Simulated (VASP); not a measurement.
# Cs (Im-3m) in VASP: further runs

Runs on Cs. Level: r2SCAN. Tasks: single point.

Everything below comes from runs of VASP 6.6.1. Logs are shortened: lines on timing, memory, paths and dates and some standing lists are left out, and cuts for length are marked.

### 1 The cell of the first run

Symmetry: Im-3m, No. 229, cubic system. Conventional cell: a = 6.199 Å, b = 6.199 Å, c = 6.199 Å, α = 90.00°, β = 90.00°, γ = 90.00°.

### 2 Single point, r2SCAN (119.13 Å³/atom)

Input file POSCAR:

```
Cs
1.0
   -3.0997259870      3.0997259870      3.0997259870
    3.0997259870     -3.0997259870      3.0997259870
    3.0997259870      3.0997259870     -3.0997259870
Cs
1
Direct
    0.0000000000      0.0000000000      0.0000000000
```

Input file INCAR.step1:

```
SYSTEM = Cs
  ALGO = Normal
  EDIFF = 1E-4
  ENCUT = 520
  GGA = PE
  ISMEAR = 0
  LASPH = .True.
  LCHARG = .False.
  LREAL = .False.
  LWAVE = .True.
  NBANDS = 10
  NELM = 60
  PREC = Accurate
  SIGMA = 0.05
```

Input file INCAR.step2:

```
SYSTEM = Cs
  ALGO = Normal
  EDIFF = 1E-7
  ENCUT = 520
  ISIF = 2
  ISMEAR = 0
  ISTART = 1
  LASPH = .True.
  LCHARG = .True.
  LELF = .True.
  LMIXTAU = .True.
  LREAL = .False.
  LVHAR = .True.
  LWAVE = .False.
  METAGGA = R2SCAN
  NBANDS = 10
  NELM = 60
  PREC = Accurate
  SIGMA = 0.05
```

Input file KPOINTS:

```
k-points
0
Gamma
  10 10 10
  0 0 0
```

Potentials or basis: VASP PAW PBE potentials, release 64 (Cs_sv).

Command:

```console
$ cat potpaw_PBE.64/Cs_sv/POTCAR > POTCAR
$ cp INCAR.step1 INCAR
$ mpirun -np 1 vasp_std > vasp.out
$ cp INCAR.step2 INCAR
$ mpirun -np 1 vasp_std > vasp.out
```

OUTCAR:

```text
SYSTEM = Cs
   EDIFF = 1E-7
   ENCUT = 520
   ISIF = 2
   ISMEAR = 0
   ISTART = 1
   LASPH = .True.
   LREAL = .False.
   METAGGA = R2SCAN
   NELM = 60
   PREC = Accurate

 ion  position               nearest neighbor table
   1  0.000  0.000  0.000-

  LATTYP: Found a body centered cubic cell.
 ALAT       =     6.1994519740

  Lattice vectors:

 A1 = (  -3.0997259870,   3.0997259870,   3.0997259870)
 A2 = (   3.0997259870,  -3.0997259870,   3.0997259870)
 A3 = (   3.0997259870,   3.0997259870,  -3.0997259870)

Analysis of symmetry for initial positions (statically):
=====================================================================
 Subroutine PRICEL returns:
 Original cell was already a primitive cell.

 Routine SETGRP: Setting up the symmetry group for a
 body centered cubic supercell.

 Subroutine GETGRP returns: Found 48 space group operations
 (whereof 48 operations were pure point group operations)
 out of a pool of 48 trial point group operations.

The static configuration has the point symmetry O_h .

Analysis of symmetry for dynamics (positions and initial velocities):
=====================================================================
 Subroutine PRICEL returns:
 Original cell was already a primitive cell.

 Routine SETGRP: Setting up the symmetry group for a
 body centered cubic supercell.

 Subroutine GETGRP returns: Found 48 space group operations
 (whereof 48 operations were pure point group operations)
 out of a pool of 48 trial point group operations.

The dynamic configuration has the point symmetry O_h .

 Subroutine INISYM returns: Found 48 space group operations
 (whereof 48 operations are pure point group operations),
 and found     1 'primitive' translations

----------------------------------------------------------------------------------------

                                     Primitive cell

  volume of cell :     119.1324

  direct lattice vectors                    reciprocal lattice vectors
    -3.099725987  3.099725987  3.099725987     0.000000000  0.161304581  0.161304581
     3.099725987 -3.099725987  3.099725987     0.161304581  0.000000000  0.161304581
     3.099725987  3.099725987 -3.099725987     0.161304581  0.161304581  0.000000000

  length of vectors
     5.368882899  5.368882899  5.368882899     0.228119125  0.228119125  0.228119125

  position of ions in fractional coordinates (direct lattice)
     0.000000000  0.000000000  0.000000000

  ion indices of the primitive-cell ions
   primitive index   ion index
                 1           1

----------------------------------------------------------------------------------------

 KPOINTS: k-points

Automatic generation of k-mesh.
 Grid dimensions read from file:
 generate k-points for:   10   10   10

 Generating k-lattice:

  Cartesian coordinates                     Fractional coordinates (reciprocal lattice)
     0.000000000  0.016130458  0.016130458     0.100000000  0.000000000  0.000000000
     0.016130458  0.000000000  0.016130458     0.000000000  0.100000000  0.000000000
     0.016130458  0.016130458  0.000000000     0.000000000  0.000000000  0.100000000

  Length of vectors
     0.022811913  0.022811913  0.022811913

  Shift w.r.t. Gamma in fractional coordinates (k-lattice)
     0.000000000  0.000000000  0.000000000

 Subroutine IBZKPT returns following result:
 ===========================================

 Found     47 irreducible k-points:

 Following reciprocal coordinates:
            Coordinates               Weight
  0.000000  0.000000  0.000000      1.000000
  0.100000  0.000000  0.000000     12.000000
  0.200000  0.000000  0.000000     12.000000
  0.300000  0.000000  0.000000     12.000000
  0.400000  0.000000  0.000000     12.000000
  0.500000  0.000000  0.000000      6.000000
[... 16 lines left out ...]
  0.300000  0.300000  0.100000      8.000000
 -0.300000  0.300000  0.100000     24.000000
 [... further k-points ...]
   k-points           NKPTS =     47   k-points in BZ     NKDIM =     47   number of bands    NBANDS=     10
   number of dos      NEDOS =    301   number of ions     NIONS =      1
   total plane-waves  NPLWV =  64000
   dimension x,y,z NGX =    40 NGY =   40 NGZ =   40
   dimension x,y,z NGXF=    80 NGYF=   80 NGZF=   80
   ions per type =               1
   NGX,Y,Z   is equivalent  to a cutoff of  12.39, 12.39, 12.39 a.u.
   NGXF,Y,Z  is equivalent  to a cutoff of  24.77, 24.77, 24.77 a.u.
 SYSTEM =  Cs
   PREC   = accura    normal or accurate (medium, high low for compatibility)
   ISTART =      1    job   : 0-new  1-cont  2-samecut
   ICHARG =      0    charge: 1-file 2-atom 10-const
   ISPIN  =      1    spin polarized calculation?
   LNONCOLLINEAR =      F non collinear calculations
   LSORBIT =      F    spin-orbit coupling
   LASPH  =      T    aspherical Exc in radial PAW
   ENCUT  =  520.0 eV  38.22 Ry    6.18 a.u.   9.98  9.98  9.98*2*pi/ulx,y,z
   NELM   =     60;   NELMIN=  2; NELMDL=  0     # of ELM steps
   EDIFF  = 0.1E-06   stopping-criterion for ELM
   LREAL  =      F    real-space projection
   EDIFFG = 0.1E-05   stopping-criterion for IOM
   NSW    =      0    number of steps for IOM
   IBRION =     -1    ionic relax: 0-MD 1-quasi-New 2-CG
   NFREE  =      0    steps in history (QN), initial steepest desc. (CG)
   ISIF   =      2    stress and relaxation
   ISYM   =      2    0-nonsym 1-usesym 2-fastsym
   POTIM  = 0.5000    time-step for ionic-motion
   TEBEG  =    0.0;   TEEND  =   0.0 temperature during run
   PSTRESS=    0.0 pullay stress
   NELECT =       9.0000    total number of electrons
   NUPDOWN=      -1.0000    fix difference up-down
   EMIN   =  10.00;   EMAX   =-10.00  energy-range for DOS
   EFERMI =   0.00;   METHOD = LEGACY
   ISMEAR =     0;   SIGMA  =   0.05  broadening in eV -4-tet -1-fermi 0-gaus
   EFERMI_NEDOS =   21; number of points for ismear=-14 and -15
   IALGO  =     38    algorithm
   IMIX   =      4    mixing-type and parameters
     AMIX     =   0.40;   BMIX     =  1.00
     AMIX_MAG =   1.60;   BMIX_MAG =  1.00
  volume/ion in A,a.u.               =     119.13       803.95
  Fermi-wavevector in a.u.,A,eV,Ry     =   0.692063  1.307810  6.516529  0.478951
  Thomas-Fermi vector in A             =   1.773890
   LORBIT       =      0    0 simple, 1 ext, 2 COOP (PROOUT), +10 PAW based schemes
   METAGGA = R2SCAN    functional components
   LHFCALC =     F    Hartree Fock is set to
   AEXX    =    0.0000 exact exchange contribution
   IVDW    =     0    specifies the selected vdW correction
   LEPSILON=     F    determine dielectric tensor
   LRPA    =     F    only Hartree local field effects (RPA)
 non-spin polarized calculation
 Gauss-broadening in eV      SIGMA  =   0.05
  energy-cutoff  :      520.00
  volume of cell :      119.13
 maximum number of plane-waves:      3252
   NGX = 19   NGY = 19   NGZ = 19

 number of electron       9.0000002 magnetization

 Free energy of the ion-electron system (eV)
  ---------------------------------------------------
  ext. energy  EPLUGINS =         0.00000000
  ---------------------------------------------------
  free energy    TOTEN  =       -25.01507895 eV

  energy without entropy =      -25.01240436  energy(sigma->0) =      -25.01374165

 E-fermi :   0.4765     XC(G=0):  -5.5427

 val. band max:        0.4675424011   @ k =  -0.3000   0.4000   0.2000
 cond. band min:       0.4787371245   @ k =   0.3000   0.2000   0.0000
 fundamental gap:      0.0111947234
 Fermi energy:         0.4764598697

 k-point     1 :       0.0000    0.0000    0.0000
  band No.  band energies     occupation
      1     -24.3590      2.00000
      2     -10.7304      2.00000
      3     -10.7304      2.00000
      4     -10.7304      2.00000
      5      -1.2879      2.00000
      6       3.2446      0.00000
      7       3.2446      0.00000
      8       3.2446      0.00000
      9       4.0963      0.00000
     10       4.0963      0.00000

 k-point     2 :       0.1000    0.0000    0.0000
  band No.  band energies     occupation
      1     -24.3584      2.00000
      2     -10.7427      2.00000
      3     -10.7343      2.00000
      4     -10.7305      2.00000
      5      -1.1753      2.00000
      6       3.1080      0.00000
      7       3.1094      0.00000
      8       3.3552      0.00000
      9       3.9089      0.00000
     10       4.0662      0.00000

 k-point     3 :       0.2000    0.0000    0.0000
  band No.  band energies     occupation
      1     -24.3569      2.00000
      2     -10.7743      2.00000
      3     -10.7443      2.00000
      4     -10.7306      2.00000
      5      -0.8520      2.00000
      6       2.6204      0.00000
      7       2.8252      0.00000
      8       3.6821      0.00000
      9       3.8872      0.00000
     10       4.0419      0.00000

 k-point     4 :       0.3000    0.0000    0.0000
  band No.  band energies     occupation
      1     -24.3550      2.00000
      2     -10.8126      2.00000
      3     -10.7567      2.00000
      4     -10.7308      2.00000
      5      -0.3632      2.00000
      6       2.0502      0.00000
      7       2.5535      0.00000
      8       4.0190      0.00000
      9       4.1169      0.00000
     10       4.2099      0.00000
[... 222 lines left out ...]
 k-point    22 :      -0.2000    0.2000    0.1000
  band No.  band energies     occupation
      1     -24.3563      2.00000
      2     -10.7744      2.00000
      3     -10.7484      2.00000
      4     -10.7402      2.00000
      5      -0.7473      2.00000
      6       2.6407      0.00000
      7       2.8713      0.00000
      8       3.3198      0.00000
      9       3.6529      0.00000
     10       4.4349      0.00000

 k-point    23 :       0.3000    0.3000    0.1000
  band No.  band energies     occupation
      1     -24.3524      2.00000
      2     -10.8082      2.00000
      3     -10.8082      2.00000
      4     -10.7563      2.00000
      5       1.3679      0.00000
      6       1.3679      0.00000
      7       1.4693      0.00000
      8       3.7297      0.00000
      9       4.5298      0.00000
     10       4.5298      0.00000

 k-point    24 :      -0.3000    0.3000    0.1000
  band No.  band energies     occupation
      1     -24.3545      2.00000
      2     -10.8109      2.00000
      3     -10.7609      2.00000
      4     -10.7399      2.00000
      5      -0.2668      2.00000
      6       2.0549      0.00000
      7       2.6267      0.00000
      8       3.4359      0.00000
      9       4.1711      0.00000
     10       4.4879      0.00000

 [... further k-points ...]

------------------------ aborting loop because EDIFF is reached ----------------------------------------

  FORCE on cell =-STRESS in cart. coord.  units (eV):
  Direction    XX          YY          ZZ          XY          YZ          ZX
  --------------------------------------------------------------------------------------
  -------------------------------------------------------------------------------------
  Total        0.0549012      0.0549012      0.0549012     -0.0000000     -0.0000000      0.0000000
  in kB        0.7383506      0.7383506      0.7383506     -0.0000000     -0.0000000      0.0000000
  external PRESSURE =       0.7383506 kB  Pullay stress =       0.0000000 kB

 VOLUME and BASIS-vectors are now :
 -----------------------------------------------------------------------------
  energy-cutoff  :      520.00
  volume of cell :      119.13
      direct lattice vectors                 reciprocal lattice vectors
    -3.099725987  3.099725987  3.099725987     0.000000000  0.161304581  0.161304581
     3.099725987 -3.099725987  3.099725987     0.161304581  0.000000000  0.161304581
     3.099725987  3.099725987 -3.099725987     0.161304581  0.161304581  0.000000000

 POSITION                                       TOTAL-FORCE (eV/Angst)
 -----------------------------------------------------------------------------------
      0.00000      0.00000      0.00000         0.000000      0.000000      0.000000
 -----------------------------------------------------------------------------------
    total drift:                               -0.000000     -0.000000     -0.000000

  FREE ENERGIE OF THE ION-ELECTRON SYSTEM (eV)
  ---------------------------------------------------
  free  energy   TOTEN  =       -25.0150789497 eV

  energy  without entropy=      -25.0124043586  energy(sigma->0) =      -25.01374165
```

Run time: 97 s. Hardware: 1 thread of Intel Xeon 6975P-C (Granite Rapids), shared host; peak memory 0.27 GiB.

Results:

```yaml
Free_energy: -25.0151 eV
Pressure: 0.1 GPa
Band_gap_on_the_k_mesh: zero (an odd number of electrons rules out a gap without spin polarisation)
```

Caveat: the PAW data sets were made with another functional, which shifts forces and pressure a little; spin-orbit coupling is left out, which moves the levels of the heavy elements.

### 3 Single point, r2SCAN (124.10 Å³/atom)

This run uses another cell than the first one, of 124.10 Å³/atom.

Input file POSCAR:

```
Cs
1.0
   -3.1421932640      3.1421932640      3.1421932640
    3.1421932640     -3.1421932640      3.1421932640
    3.1421932640      3.1421932640     -3.1421932640
Cs
1
Direct
    0.0000000000      0.0000000000      0.0000000000
```

Input file INCAR.step1:

```
PREC = Accurate
ENCUT = 520
ISMEAR = 0
SIGMA = 0.05
LREAL = F
LASPH = T
NELM = 100
NBANDS = 10
GGA = PE
ALGO = Normal
EDIFF = 1E-4
LWAVE = T
LCHARG = F
```

Input file INCAR.step2:

```
PREC = Accurate
ENCUT = 520
EDIFF = 1E-6
ISMEAR = 0
SIGMA = 0.05
LREAL = F
LASPH = T
NELM = 100
ALGO = Normal
ISIF = 2
LWAVE = F
LCHARG = F
METAGGA = R2SCAN
LMIXTAU = T
NBANDS = 10
ISTART = 1
```

Input file KPOINTS:

```
regular mesh
0
Gamma
  10 10 10
```

Potentials or basis: VASP PAW PBE potentials, release 64 (Cs_sv).

Command:

```console
$ cat potpaw_PBE.64/Cs_sv/POTCAR > POTCAR
$ cp INCAR.step1 INCAR
$ mpirun -np 1 vasp_std > vasp.out
$ cp INCAR.step2 INCAR
$ mpirun -np 1 vasp_std > vasp.out
```

It took 88 s on 1 thread of Intel Xeon 6975P-C (Granite Rapids), shared host; peak memory 0.27 GiB.

The run converged. Its results:

- Free energy: -25.0162 eV
- Pressure: 0.0 GPa
- Band gap on the k mesh: zero (an odd number of electrons rules out a gap without spin polarisation)

Levels at points of the mesh, in eV from the Fermi level:
```tsv
k point	band 2	band 3	band 4	band 5	band 6	band 7
(0.00, 0.00, 0.00)	-11.23	-11.23	-11.23	-1.72	2.75	2.75
(0.50, 0.00, 0.00)	-11.34	-11.27	-11.23	0.12	0.71	1.84
(0.50, 0.50, 0.50)	-11.31	-11.31	-11.31	0.70	0.70	3.04
```

Caveat: the PAW data sets were made with another functional, which shifts forces and pressure a little; spin-orbit coupling is left out, which moves the levels of the heavy elements.

### 4 Single point, r2SCAN (129.06 Å³/atom)

This run uses another cell than the first one, of 129.06 Å³/atom.

Input file POSCAR:

```
Cs
1.0
   -3.1835426540      3.1835426540      3.1835426540
    3.1835426540     -3.1835426540      3.1835426540
    3.1835426540      3.1835426540     -3.1835426540
Cs
1
Direct
    0.0000000000      0.0000000000      0.0000000000
```

Input file INCAR.step1:

```
ALGO = Normal
EDIFF = 1E-4
ENCUT = 520
GGA = PE
ISMEAR = 0
LASPH = T
LCHARG = F
LREAL = F
LWAVE = T
NBANDS = 10
NELM = 60
PREC = Accurate
SIGMA = 0.05
```

Input file INCAR.step2:

```
ALGO = Normal
EDIFF = 1E-6
ENCUT = 520
ISIF = 2
ISMEAR = 0
ISTART = 1
LASPH = T
LCHARG = F
LMIXTAU = T
LREAL = F
LWAVE = F
METAGGA = R2SCAN
NBANDS = 10
NELM = 60
PREC = Accurate
SIGMA = 0.05
```

Input file KPOINTS:

```
k-points
0
Gamma
  10 10 10
```

Command:

```console
$ cat potpaw_PBE.64/Cs_sv/POTCAR > POTCAR
$ cp INCAR.step1 INCAR
$ mpirun -np 1 vasp_std > vasp.out
$ cp INCAR.step2 INCAR
$ mpirun -np 1 vasp_std > vasp.out
```

It took 2.2 min on 1 thread of Intel Xeon 6975P-C (Granite Rapids), shared host; peak memory 0.3 GiB.

It converged, with:

```yaml
Free_energy: -25.0151 eV
Pressure: -0.1 GPa
Band_gap_on_the_k_mesh: zero (an odd number of electrons rules out a gap without spin polarisation)
```

Levels at points of the mesh, in eV from the Fermi level:
```csv
k point,band 1,band 2,band 3,band 4,band 5,band 6,band 7,band 8,band 9,band 10
"(0.00, 0.00, 0.00)",-24.88,-11.26,-11.26,-11.26,-1.68,2.73,2.73,2.73,3.53,3.53
"(0.50, 0.00, 0.00)",-24.87,-11.35,-11.29,-11.26,0.13,0.68,1.85,3.39,3.98,4.33
"(0.50, 0.50, 0.50)",-24.87,-11.32,-11.32,-11.32,0.74,0.74,2.95,2.95,2.95,4.52
```

Caveat: the PAW data sets were made with another functional, which shifts forces and pressure a little; spin-orbit coupling is left out, which moves the levels of the heavy elements.

### 5 Single point, r2SCAN (99.28 Å³/atom)

This run uses another cell than the first one, of 99.28 Å³/atom.

Input file POSCAR:

```
Cs
1.0
   -2.9169538334      2.9169538334      2.9169538334
    2.9169538334     -2.9169538334      2.9169538334
    2.9169538334      2.9169538334     -2.9169538334
Cs
1
Direct
    0.0000000000      0.0000000000      0.0000000000
```

Input file INCAR.step1:

```
ALGO = Normal ; EDIFF = 1E-4
ENCUT = 520 ; GGA = PE
ISMEAR = 0 ; LASPH = T
LCHARG = F ; LREAL = F
LWAVE = T ; NBANDS = 10
NELM = 80 ; PREC = Accurate
SIGMA = 0.05
```

Input file INCAR.step2:

```
ALGO = Normal ; EDIFF = 1E-6
ENCUT = 520 ; ISIF = 2
ISMEAR = 0 ; ISTART = 1
LASPH = T ; LCHARG = F
LMIXTAU = T ; LREAL = F
LWAVE = F ; METAGGA = R2SCAN
NBANDS = 10 ; NELM = 80
PREC = Accurate ; SIGMA = 0.05
```

Input file KPOINTS:

```
k-points
0
Gamma
  12 12 12
```

Command:

```console
$ cat potpaw_PBE.64/Cs_sv/POTCAR > POTCAR
$ cp INCAR.step1 INCAR
$ mpirun -np 1 vasp_std > vasp.out
$ cp INCAR.step2 INCAR
$ mpirun -np 1 vasp_std > vasp.out
```

Run time: 2.1 min. Hardware: 1 thread of Intel Xeon 6975P-C (Granite Rapids), shared host; peak memory 0.28 GiB.

The run converged. Its results:

| Property | Result |
| --- | --- |
| Free energy | -24.9796 eV |
| Pressure | 0.6 GPa |
| Band gap on the k mesh | zero (an odd number of electrons rules out a gap without spin polarisation) |

Levels at points of the mesh, in eV from the Fermi level:
```csv
k point,band 1,band 2,band 3,band 4,band 5,band 6,band 7,band 8,band 9
"(0.00, 0.00, 0.00)",-24.75,-11.09,-11.09,-11.09,-1.94,2.85,2.85,2.85,3.83
"(0.50, 0.00, 0.00)",-24.74,-11.32,-11.16,-11.09,0.00,0.98,1.79,3.80,4.42
"(0.50, 0.50, 0.50)",-24.73,-11.24,-11.24,-11.24,0.46,0.46,3.67,3.67,3.67
```

Caveat: the PAW data sets were made with another functional, which shifts forces and pressure a little; spin-orbit coupling is left out, which moves the levels of the heavy elements.

### 6 Summary

```tsv
cell	k mesh	gap on the mesh (eV)	pressure (GPa)
a = 5.369 Å, angles 109.5°, 1 atom	10 × 10 × 10	none	0.1
a = 5.442 Å, angles 109.5°, 1 atom	10 × 10 × 10	none	0.0
a = 5.514 Å, angles 109.5°, 1 atom	10 × 10 × 10	none	-0.1
a = 5.052 Å, angles 109.5°, 1 atom	12 × 12 × 12	none	0.6
```

Alike in all rows: task single point; level r2SCAN; potentials or basis VASP PAW PBE potentials, release 64 (Cs_sv); no spin polarisation; cutoff (eV) 520; smearing gaussian 0.05 eV.

Caveats: the PAW data sets were made with another functional, which shifts forces and pressure a little; spin-orbit coupling is left out, which moves the levels of the heavy elements.

Absolute energies hang on the potentials; compare differences alone.
